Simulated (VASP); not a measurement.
# Al (I4/mmm) in VASP: further runs, part 2 of 2

VASP 6.6.1. Earlier steps stand in the parts before.

## 3. Single point, LDA (16.22 Å³/atom)

File INCAR:

```
PREC = Accurate
ENCUT = 520
EDIFF = 1E-6
ISMEAR = 0
SIGMA = 0.15
LREAL = False
LASPH = True
NELM = 100
ALGO = Fast
ISIF = 2
LWAVE = False
LCHARG = False
GGA = CA
NBANDS = 8
```

File KPOINTS:

```
Automatic mesh
0
Gamma
  22 22 22
```

File POSCAR:

```
Al
1.0
   -1.5170814815      1.5170814815      1.7616350163
    1.5170814815     -1.5170814815      1.7616350163
    1.5170814815      1.5170814815     -1.7616350163
Al
1
Direct
    0.0000000000      0.0000000000      0.0000000000
```

Potentials or basis: VASP PAW LDA potentials, release 64 (Al).

Started as:

```sh
$ cat potpaw_LDA.64/Al/POTCAR > POTCAR
$ mpirun -np 1 vasp_std > vasp.out
```

OUTCAR:

```text
PREC = Accurate
   ENCUT = 520
   EDIFF = 1E-6
   ISMEAR = 0
   LREAL = False
   LASPH = True
   NELM = 100
   ISIF = 2
   GGA = CA

 ion  position               nearest neighbor table
   1  0.000  0.000  0.000-

  LATTYP: Found a body centered tetragonal cell.
 ALAT       =     3.0341629630
 C/A-ratio  =     1.1612000000

  Lattice vectors:

 A1 = (  -1.5170814815,   1.5170814815,   1.7616350163)
 A2 = (   1.5170814815,  -1.5170814815,   1.7616350163)
 A3 = (   1.5170814815,   1.5170814815,  -1.7616350163)

Analysis of symmetry for initial positions (statically):
=====================================================================
 Subroutine PRICEL returns:
 Original cell was already a primitive cell.

 Routine SETGRP: Setting up the symmetry group for a
 body centered tetragonal supercell.

 Subroutine GETGRP returns: Found 16 space group operations
 (whereof 16 operations were pure point group operations)
 out of a pool of 16 trial point group operations.

The static configuration has the point symmetry D_4h.

Analysis of symmetry for dynamics (positions and initial velocities):
=====================================================================
 Subroutine PRICEL returns:
 Original cell was already a primitive cell.

 Routine SETGRP: Setting up the symmetry group for a
 body centered tetragonal supercell.

 Subroutine GETGRP returns: Found 16 space group operations
 (whereof 16 operations were pure point group operations)
 out of a pool of 16 trial point group operations.

The dynamic configuration has the point symmetry D_4h.

 Subroutine INISYM returns: Found 16 space group operations
 (whereof 16 operations are pure point group operations),
 and found     1 'primitive' translations

----------------------------------------------------------------------------------------

[... 111 lines left out ...]
  volume/ion in A,a.u.               =      16.22       109.44
  Fermi-wavevector in a.u.,A,eV,Ry     =   0.932790  1.762718 11.838397  0.870098
  Thomas-Fermi vector in A             =   2.059425
   LORBIT       =      0    0 simple, 1 ext, 2 COOP (PROOUT), +10 PAW based schemes
   GGA     = CA    functional components
   LHFCALC =     F    Hartree Fock is set to
   AEXX    =    0.0000 exact exchange contribution
   IVDW    =     0    specifies the selected vdW correction
   LEPSILON=     F    determine dielectric tensor
   LRPA    =     F    only Hartree local field effects (RPA)
 non-spin polarized calculation
 RMM-DIIS sequential band-by-band and
 Gauss-broadening in eV      SIGMA  =   0.15
  energy-cutoff  :      520.00
  volume of cell :       16.22
 maximum number of plane-waves:       451
 NGX is ok and might be reduce to    24
   NGX = 11   NGY = 11   NGZ = 11

 number of electron       3.0000000 magnetization

 Free energy of the ion-electron system (eV)
  ---------------------------------------------------
  ext. energy  EPLUGINS =         0.00000000
  ---------------------------------------------------
  free energy    TOTEN  =        -4.12924169 eV

  energy without entropy =       -4.12436257  energy(sigma->0) =       -4.12680213

 E-fermi :   7.9376     XC(G=0): -10.4092

 val. band max:        7.9345958181   @ k =  -0.3636   0.4545   0.2273
 cond. band min:       7.9407931585   @ k =  -0.0455  -0.3636   0.0455
 fundamental gap:      0.0061973404
 Fermi energy:         7.9376023977

 k-point     1 :       0.0000    0.0000    0.0000
  band No.  band energies     occupation
      1      -3.2455      2.00000
      2      20.5041      0.00000
      3      20.5041      0.00000
      4      22.0088      0.00000
      5      22.4649      0.00000
      6      22.5280      0.00000
      7      22.5280      0.00000
      8      23.7362      0.00000
[... 243 lines left out ...]
 k-point    24 :      -0.4545    0.0455   -0.0000
  band No.  band energies     occupation
      1       1.9936      2.00000
      2       5.4600      2.00000
      3      16.6316      0.00000
      4      17.2288      0.00000
      5      19.9996      0.00000
      6      20.5441      0.00000
      7      24.3941      0.00000
      8      28.5793      0.00000

 [... further k-points ...]

------------------------ aborting loop because EDIFF is reached ----------------------------------------

  FORCE on cell =-STRESS in cart. coord.  units (eV):
  Direction    XX          YY          ZZ          XY          YZ          ZX
  --------------------------------------------------------------------------------------
  -------------------------------------------------------------------------------------
  Total       -0.2992761     -0.2992761      0.4633068      0.0000000     -0.0000000      0.0000000
  in kB      -29.5657503    -29.5657503     45.7704860      0.0000000     -0.0000000      0.0000000
  external PRESSURE =      -4.4536715 kB  Pullay stress =       0.0000000 kB

 VOLUME and BASIS-vectors are now :
 -----------------------------------------------------------------------------
  energy-cutoff  :      520.00
  volume of cell :       16.22
      direct lattice vectors                 reciprocal lattice vectors
    -1.517081481  1.517081481  1.761635016     0.000000000  0.329580188  0.283827237
     1.517081481 -1.517081481  1.761635016     0.329580188  0.000000000  0.283827237
     1.517081481  1.517081481 -1.761635016     0.329580188  0.329580188  0.000000000

 POSITION                                       TOTAL-FORCE (eV/Angst)
 -----------------------------------------------------------------------------------
      0.00000      0.00000      0.00000         0.000000     -0.000000      0.000000
 -----------------------------------------------------------------------------------
    total drift:                                0.000000      0.000000      0.000000

  FREE ENERGIE OF THE ION-ELECTRON SYSTEM (eV)
  ---------------------------------------------------
  free  energy   TOTEN  =        -4.1292416889 eV

  energy  without entropy=       -4.1243625684  energy(sigma->0) =       -4.12680213
```

It took 86 s on 1 thread of Intel Xeon 8259CL, shared host; peak memory 0.2 GiB.

What came out:

```yaml
Free_energy: -4.1292 eV
Pressure: -0.4 GPa
Band_gap_on_the_k_mesh: zero (an odd number of electrons rules out a gap without spin polarisation)
```

Stress tensor (GPa, compression positive):
```
-2.96  0.00  0.00
 0.00 -2.96  0.00
 0.00  0.00  4.58
```

Levels at points of the mesh, in eV from the Fermi level:
| k point | band 1 | band 2 | band 3 | band 4 | band 5 | band 6 |
| --- | --- | --- | --- | --- | --- | --- |
| (0.00, 0.00, 0.00) | -11.18 | 12.57 | 12.57 | 14.07 | 14.53 | 14.59 |
| (0.50, 0.00, 0.00) | -4.50 | -4.22 | 9.35 | 9.55 | 11.31 | 12.07 |
| (0.50, 0.50, 0.00) | -3.77 | -2.91 | 6.61 | 6.67 | 7.89 | 10.45 |
| (0.50, 0.50, 0.50) | -0.55 | 1.25 | 3.39 | 3.39 | 3.95 | 6.78 |

Caveat: the stress differs along the axes, from -3 to 5 GPa.

## 4. Single point, LDA (16.22 Å³/atom)

File INCAR:

```
SYSTEM = Al
PREC     = Accurate       ! precision mode
ENCUT    = 520            ! plane-wave cutoff, eV
EDIFF    = 1E-7           ! SCF threshold, eV
ISMEAR   = 0              ! smearing method
SIGMA    = 0.15           ! smearing width, eV
LREAL    = .FALSE.        ! projectors in reciprocal space
LASPH    = .TRUE.         ! aspherical terms in the spheres
NELM     = 60             ! most SCF steps
ALGO     = Normal         ! electronic algorithm
ISIF     = 2              ! what is computed and relaxed
LWAVE    = .FALSE.        ! write WAVECAR
LCHARG   = .TRUE.         ! write CHGCAR
GGA      = CA             ! functional
LELF     = .TRUE.         ! ELF
LVHAR    = .TRUE.       
NBANDS   = 8              ! bands
```

File KPOINTS:

```
regular mesh
0
G
  22 22 22
  0 0 0
```

File POSCAR:

```
Al
1.0
   -1.3731958636      1.3731958636      2.1501500833
    1.3731958636     -1.3731958636      2.1501500833
    1.3731958636      1.3731958636     -2.1501500833
Al
1
Direct
    0.0000000000      0.0000000000      0.0000000000
```

Started as:

```sh
$ cat potpaw_LDA.64/Al/POTCAR > POTCAR
$ mpirun -np 1 vasp_std > vasp.out
```

Run time: 75 s. Hardware: 1 thread of Intel Xeon 8259CL, shared host; peak memory 0.2 GiB.

It converged, with:

```
Free energy            : -4.1724 eV
Pressure               : -1.2 GPa
Band gap on the k mesh : zero (an odd number of electrons rules out a gap without spin polarisation)
```

Stress tensor (GPa, compression positive):
```
 0.67  0.00  0.00
 0.00  0.67  0.00
 0.00  0.00 -4.99
```

Levels at points of the mesh, in eV from the Fermi level:
| k point | band 1 | band 2 | band 3 | band 4 |
| --- | --- | --- | --- | --- |
| (0.00, 0.00, 0.00) | -11.22 | 12.01 | 13.19 | 13.19 |
| (0.50, 0.00, 0.00) | -4.59 | -4.37 | 9.79 | 10.15 |
| (0.50, 0.50, 0.00) | -2.42 | -0.90 | 4.71 | 5.04 |
| (0.50, 0.50, 0.50) | -3.81 | -2.98 | 6.11 | 6.92 |

Caveat: the stress differs along the axes, from -5 to 1 GPa.

## 5. Single point, LDA (16.22 Å³/atom)

File INCAR:

```
PREC     = Accurate       # precision mode
ENCUT    = 520            # plane-wave cutoff, eV
EDIFF    = 1E-7           # SCF threshold, eV
ISMEAR   = 0              # smearing method
SIGMA    = 0.15           # smearing width, eV
LREAL    = F              # projectors in reciprocal space
LASPH    = T              # aspherical terms in the spheres
NELM     = 60             # most SCF steps
ALGO     = Fast           # electronic algorithm
ISIF     = 2              # what is computed and relaxed
LWAVE    = F              # write WAVECAR
LCHARG   = T              # write CHGCAR
GGA      = CA             # functional
LELF     = T              # ELF
LVHAR    = T            
NBANDS   = 8              # bands
```

File KPOINTS:

```
regular mesh
0
Gamma
  22 22 22
```

File POSCAR:

```
Al
1.0
   -1.6760098851      1.6760098851      1.4433797130
    1.6760098851     -1.6760098851      1.4433797130
    1.6760098851      1.6760098851     -1.4433797130
Al
1
Direct
    0.0000000000      0.0000000000      0.0000000000
```

Started as:

```sh
$ cat potpaw_LDA.64/Al/POTCAR > POTCAR
$ mpirun -np 1 vasp_std > vasp.out
```

Run time: 89 s. Hardware: 1 thread of Intel Xeon 8259CL, shared host; peak memory 0.2 GiB.

The run converged. Its results:

| Quantity | Value |
| --- | --- |
| Free energy | -4.1116 eV |
| Pressure | 0.1 GPa |
| Band gap on the k mesh | zero (an odd number of electrons rules out a gap without spin polarisation) |

Stress tensor (GPa, compression positive):
```
 0.71  0.00  0.00
 0.00  0.71  0.00
 0.00  0.00 -1.27
```

Levels at points of the mesh, in eV from the Fermi level:
```csv
k point,band 1,band 2,band 3,band 4,band 5,band 6
"(0.00, 0.00, 0.00)",-11.21,11.13,13.29,13.29,14.28,14.88
"(0.50, 0.00, 0.00)",-4.04,-3.31,7.43,7.44,8.93,11.04
"(0.50, 0.50, 0.00)",-4.80,-4.77,10.45,10.79,12.47,12.73
"(0.50, 0.50, 0.50)",0.58,0.58,2.28,2.30,5.01,7.35
```

## 6. Single point, LDA (16.22 Å³/atom)

File INCAR:

```
  ALGO = Fast
  EDIFF = 1E-6
  ENCUT = 520
  GGA = CA
  ISIF = 2
  ISMEAR = 0
  LASPH = T
  LCHARG = F
  LREAL = F
  LWAVE = F
  NBANDS = 8
  NELM = 80
  PREC = Accurate
  SIGMA = 0.15
```

File KPOINTS:

```
k-points
0
Gamma
  22 22 22
```

File POSCAR:

```
Al
1.0
   -1.4797582432      1.4797582432      1.8516214897
    1.4797582432     -1.4797582432      1.8516214897
    1.4797582432      1.4797582432     -1.8516214897
Al
1
Direct
    0.0000000000      0.0000000000      0.0000000000
```

Potentials or basis: VASP PAW LDA potentials, release 64 (Al).

Started as:

```sh
$ cat potpaw_LDA.64/Al/POTCAR > POTCAR
$ mpirun -np 1 vasp_std > vasp.out
```

Run time: 87 s. Hardware: 1 thread of Intel Xeon 8259CL, shared host; peak memory 0.2 GiB.

The run converged. Its results:

| Quantity | Value |
| --- | --- |
| Free energy | -4.1651 eV |
| Pressure | -1.2 GPa |
| Band gap on the k mesh | zero (an odd number of electrons rules out a gap without spin polarisation) |

Stress tensor (GPa, compression positive):
```
-3.10  0.00  0.00
 0.00 -3.10  0.00
 0.00  0.00  2.74
```

Levels at points of the mesh, in eV from the Fermi level:
| k point | band 1 | band 2 | band 3 | band 4 |
| --- | --- | --- | --- | --- |
| (0.00, 0.00, 0.00) | -11.19 | 12.47 | 12.47 | 13.74 |
| (0.50, 0.00, 0.00) | -4.56 | -4.33 | 10.06 | 10.25 |
| (0.50, 0.50, 0.00) | -3.47 | -2.42 | 6.00 | 6.16 |
| (0.50, 0.50, 0.50) | -1.56 | 0.15 | 4.20 | 4.20 |

Caveat: the stress differs along the axes, from -3 to 3 GPa.

## 7. Overview

| cell | gap on the mesh (eV) | pressure (GPa) |
| --- | --- | --- |
| a = 2.820 Å, angles 118.4, 118.4, 92.7°, 1 atom | none | -1.8 |
| a = 2.776 Å, angles 113.7, 113.7, 101.2°, 1 atom | none | -0.4 |
| a = 2.897 Å, angles 123.4, 123.4, 84.2°, 1 atom | none | -1.2 |
| a = 2.775 Å, angles 105.7, 105.7, 117.3°, 1 atom | none | 0.1 |
| a = 2.794 Å, angles 116.0, 116.0, 97.0°, 1 atom | none | -1.2 |

Alike in all rows: task single point; level LDA; potentials or basis VASP PAW LDA potentials, release 64 (Al); no spin polarisation; k mesh 22 × 22 × 22; cutoff (eV) 520; smearing gaussian 0.15 eV.

Caveats: the stress differs along the axes, from -3 to 5 GPa (at least some runs); the stress differs along the axes, from -5 to 1 GPa (at least some runs); the stress differs along the axes, from -3 to 3 GPa (at least some runs).

Absolute energies hang on the potentials; compare differences alone.
